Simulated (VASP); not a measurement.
**Li: relaxation of cell and atoms with PBEsol**

The system is Li.

```
Li
1.0
     0.00000    2.42869    2.42869
     2.42869    0.00000    2.42869
     2.42869    2.42869    0.00000
Li
2
Direct
  0.87500 0.87500 0.87500
  0.12500 0.12500 0.12500
```

- Program: VASP 6.6.1
- Task: relaxation of cell and atoms
- Functional: PBEsol
- Potentials or basis: VASP PAW PBE potentials, release 64 (Li_sv)
- Cutoff: 600 eV
- k mesh: 13 × 13 × 13
- Occupations: fermi-dirac, width 0.05 eV
- Spin: no spin polarisation
- Target pressure: 8 GPa
- Dipole correction: no
- Further INCAR settings: ALGO = Normal; EDIFF = 1e-07; IBRION = 2; EDIFFG = -0.005; NSW = 32; ISIF = 3

The relaxed volume is 14.23 Å³/atom. The relaxed cell is a = 3.427 Å, b = 3.427 Å, c = 3.427 Å, α = 60.00°, β = 60.00°, γ = 60.00°, the space group after relaxing (to 0.05 Å) is Fd-3m (No. 227) and the energy change on relaxing (the enthalpy is what falls) is +4.9 meV/atom. The ionic steps are 3 and the pressure after relaxing is 8.0 GPa. The band gap on the k mesh is 0.09 eV, direct.

The path:
| step | energy change (eV) | largest force (eV/Å) | pressure (GPa) | volume (Å³) |
| --- | --- | --- | --- | --- |
| 1 | 0.0000 | 0.0000 | 7.81 | 28.65 |
| 2 | 0.0035 | 0.0000 | 7.88 | 28.58 |
| 3 | 0.0097 | 0.0000 | 8.00 | 28.45 |

Final structure:
```
Li
1.0
     0.00000    2.42309    2.42309
     2.42309    0.00000    2.42309
     2.42309    2.42309    0.00000
Li
2
Cartesian
  4.2404 4.2404 4.2404
  0.6058 0.6058 0.6058
```

Levels at points of the mesh, in eV from the valence-band top:
| k point | band 1 | band 2 | band 3 | band 4 | band 5 | band 6 | band 7 |
| --- | --- | --- | --- | --- | --- | --- | --- |
| (0.00, 0.00, 0.00) | -47.51 | -47.06 | -4.45 | 8.02 | 8.02 | 8.02 | 9.36 |

It took 18 s on 1 thread of Intel(R) Xeon(R) 6975P-C (Granite Rapids) (shared host), peak memory 0.15 GiB.

Caveat: the cutoff is under 1.25 times the usual one of these potentials, so pressure, stress and relaxed cells hold a basis-set (Pulay) error; the cell is relaxed towards a set pressure, so the enthalpy falls and the energy may rise; the PAW data sets were made with another functional, which shifts forces and pressure a little. A k mesh can miss the band edges.
